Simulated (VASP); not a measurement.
# Be (P6_3/mmc) in VASP: notebook, part 2 of 2

VASP 6.6.1. Earlier steps stand in the parts before.

## (3) Relaxation of cell and atoms, PBE+D3(BJ)

This run uses another cell than the first one, of 7.91 Å³/atom.

INCAR

```
PREC = Accurate
ENCUT = 600
EDIFF = 1E-6
ISMEAR = 0
SIGMA = 0.1
LREAL = F
LASPH = T
NELM = 60
ALGO = Fast
ISIF = 3
LWAVE = F
LCHARG = F
GGA = PE
IVDW = 12
IBRION = 2
NSW = 70
EDIFFG = -0.005
```

KPOINTS

```
regular mesh
0
Gamma
  21 21 12
```

POSCAR

```
Be
1.0
    2.2626981586      0.0000000000      0.0000000000
   -1.1313490793      1.9595540864      0.0000000000
    0.0000000000      0.0000000000      3.5667383307
Be
2
Direct
    0.3333333333      0.6666666667      0.2500000000
    0.6666666667      0.3333333333      0.7500000000
```

Potentials or basis: VASP PAW PBE potentials, release 64 (Be).

Launch:

```bash
cat potpaw_PBE.64/Be/POTCAR > POTCAR
mpirun -np 1 vasp_std > vasp.out
```

OUTCAR:

```text
PREC = Accurate
   ENCUT = 600
   EDIFF = 1E-6
   ISMEAR = 0
   LREAL = F
   LASPH = T
   NELM = 60
   ISIF = 3
   GGA = PE
   IVDW = 12
   IBRION = 2
   NSW = 70
   EDIFFG = -0.005
 IVDW          = 12

 ion  position               nearest neighbor table
   1  0.333  0.667  0.250-   2 2.21   2 2.21   2 2.21   2 2.21   2 2.21   2 2.21
   2  0.667  0.333  0.750-   1 2.21   1 2.21   1 2.21   1 2.21   1 2.21   1 2.21

  LATTYP: Found a hexagonal cell.
 ALAT       =     2.2626981586
 C/A-ratio  =     1.5763208703

  Lattice vectors:

 A1 = (   2.2626981586,   0.0000000000,   0.0000000000)
 A2 = (  -1.1313490793,   1.9595540864,   0.0000000000)
 A3 = (   0.0000000000,   0.0000000000,   3.5667383307)

Analysis of symmetry for initial positions (statically):
=====================================================================
 Subroutine PRICEL returns:
 Original cell was already a primitive cell.

 Routine SETGRP: Setting up the symmetry group for a
 hexagonal supercell.

 Subroutine GETGRP returns: Found 24 space group operations
 (whereof 12 operations were pure point group operations)
 out of a pool of 24 trial point group operations.

The static configuration has the point symmetry D_3d.
 The point group associated with its full space group is D_6h.

Analysis of symmetry for dynamics (positions and initial velocities):
=====================================================================
 Subroutine PRICEL returns:
 Original cell was already a primitive cell.

 Routine SETGRP: Setting up the symmetry group for a
 hexagonal supercell.

 Subroutine GETGRP returns: Found 24 space group operations
 (whereof 12 operations were pure point group operations)
 out of a pool of 24 trial point group operations.

The dynamic configuration has the point symmetry D_3d.
 The point group associated with its full space group is D_6h.

 Subroutine INISYM returns: Found 24 space group operations
 (whereof 12 operations are pure point group operations),
 and found     1 'primitive' translations

----------------------------------------------------------------------------------------

[... 101 lines left out ...]
   TEBEG  =    0.0;   TEEND  =   0.0 temperature during run
   PSTRESS=    0.0 pullay stress
   NELECT =       4.0000    total number of electrons
   NUPDOWN=      -1.0000    fix difference up-down
   EMIN   =  10.00;   EMAX   =-10.00  energy-range for DOS
   EFERMI =   0.00;   METHOD = LEGACY
   ISMEAR =     0;   SIGMA  =   0.10  broadening in eV -4-tet -1-fermi 0-gaus
   EFERMI_NEDOS =   21; number of points for ismear=-14 and -15
   IALGO  =     68    algorithm
   IMIX   =      4    mixing-type and parameters
     AMIX     =   0.40;   BMIX     =  1.00
     AMIX_MAG =   1.60;   BMIX_MAG =  1.00
  volume/ion in A,a.u.               =       7.91        53.36
  Fermi-wavevector in a.u.,A,eV,Ry     =   1.035324  1.956479 14.584039  1.071897
  Thomas-Fermi vector in A             =   2.169662
   LORBIT       =      0    0 simple, 1 ext, 2 COOP (PROOUT), +10 PAW based schemes
   GGA     = PE    functional components
   LHFCALC =     F    Hartree Fock is set to
   AEXX    =    0.0000 exact exchange contribution
   IVDW    =    12    specifies the selected vdW correction
   LEPSILON=     F    determine dielectric tensor
   LRPA    =     F    only Hartree local field effects (RPA)
 conjugate gradient relaxation of ions
 non-spin polarized calculation
 RMM-DIIS sequential band-by-band and
 Gauss-broadening in eV      SIGMA  =   0.10
  energy-cutoff  :      600.00
  volume of cell :       15.81
 maximum number of plane-waves:       546
 NGX is ok and might be reduce to    18
   NGX =  9   NGY =  9   NGZ = 15

--------------------------------------- Ionic step        1  -------------------------------------------

 number of electron       4.0000000 magnetization

 Free energy of the ion-electron system (eV)
  ---------------------------------------------------
  ext. energy  EPLUGINS =         0.00000000
  ---------------------------------------------------
  free energy    TOTEN  =        -7.53056462 eV

  energy without entropy =       -7.52902628  energy(sigma->0) =       -7.52979545

------------------------ aborting loop because EDIFF is reached ----------------------------------------

 Edisp (eV)   -0.71007

 E8    (eV) :    -0.2459
[... 231 lines left out ...]
--------------------------------------- Ionic step        7  -------------------------------------------

 number of electron       4.0000000 magnetization

 Free energy of the ion-electron system (eV)
  ---------------------------------------------------
  ext. energy  EPLUGINS =         0.00000000
  ---------------------------------------------------
  free energy    TOTEN  =        -7.50660906 eV

  energy without entropy =       -7.50520030  energy(sigma->0) =       -7.50590468

 E-fermi :   7.5802     XC(G=0): -10.8071

 val. band max:        7.5692052342   @ k =   0.3333   0.0476   0.0000
 cond. band min:       7.6132979465   @ k =   0.3333   0.2857   0.0833
 fundamental gap:      0.0440927122
 Fermi energy:         7.5802214227

 k-point     1 :       0.0000    0.0000    0.0000
  band No.  band energies     occupation
      1      -4.1542      2.00000
      2       2.8326      2.00000
      3       8.7903      0.00000
      4      24.3926      0.00000
      5      24.3926      0.00000
      6      27.3417      0.00000
[... 199 lines left out ...]
 k-point    24 :       0.1905    0.0952    0.0000
  band No.  band energies     occupation
      1      -2.2787      2.00000
      2       5.3221      2.00000
      3       9.0192      0.00000
      4      16.2043      0.00000
      5      18.6393      0.00000
      6      24.5686      0.00000

 [... further k-points ...]

------------------------ aborting loop because EDIFF is reached ----------------------------------------

 Edisp (eV)   -0.75635

 E8    (eV) :    -0.2623
[... 25 lines left out ...]
  FREE ENERGIE OF THE ION-ELECTRON SYSTEM (eV)
  ---------------------------------------------------
  free  energy   TOTEN  =        -8.2629595982 eV

  energy  without entropy=       -8.2615508373  energy(sigma->0) =       -8.26225522

 reached required accuracy - stopping structural energy minimisation
```

CONTCAR:

```text
Be
   1.00000000000000
     2.2151835282104466    0.0000000000000000    0.0000000000000000
    -1.1075917641052233    1.9184052094339805   -0.0000000000000000
    -0.0000000000000000   -0.0000000000000000    3.5015971569262598
  Be
     2
Direct
     0.3333333332999970    0.6666666667000030    0.2500000000000000
     0.6666666667000030    0.3333333332999970    0.7500000000000000

  0.00000000E+00  0.00000000E+00  0.00000000E+00
  0.00000000E+00  0.00000000E+00  0.00000000E+00
```

It took 47 s on 1 thread of AMD EPYC 7R13 (Zen 3), shared host; peak memory 0.14 GiB.

Results:

```yaml
Free_energy: -8.2630 eV
Relaxed_volume: 7.44 Å³/atom
Relaxed_cell: a = 2.215 Å, b = 2.215 Å, c = 3.502 Å, α = 90.00°, β = 90.00°, γ = 120.00°
Space_group_after_relaxing_to_0.1_Å: P6_3/mmc (No. 194)
Energy_gained_by_relaxing: 11.2 meV/atom
Ionic_steps: 7
Pressure_after_relaxing: 0.0 GPa
Band_gap_on_the_k_mesh: zero (bands 2 and 3 overlap by 2.15 eV)
Dispersion_energy_per_atom: -0.378 eV
```

Step by step:
```tsv
step	energy change (eV)	largest force (eV/Å)	pressure (GPa)	volume (Å³)
1	0.0000	0.0000	-7.32	15.81
2	-0.0218	0.0000	-1.03	15.00
3	-0.0222	0.0000	-0.04	14.89
4	-0.0222	0.0000	0.13	14.87
5	-0.0223	0.0000	0.13	14.87
6	-0.0223	0.0000	0.13	14.87
7	-0.0223	0.0000	0.01	14.88
```

Final structure:
```yaml
crystal:
  lattice:
    - [2.21518, 0.00000, 0.00000]
    - [-1.10759, 1.91841, 0.00000]
    - [0.00000, 0.00000, 3.50160]
  atoms:
    - { symbol: Be, position: [0.33333, 0.66667, 0.25000] }
    - { symbol: Be, position: [0.66667, 0.33333, 0.75000] }
```
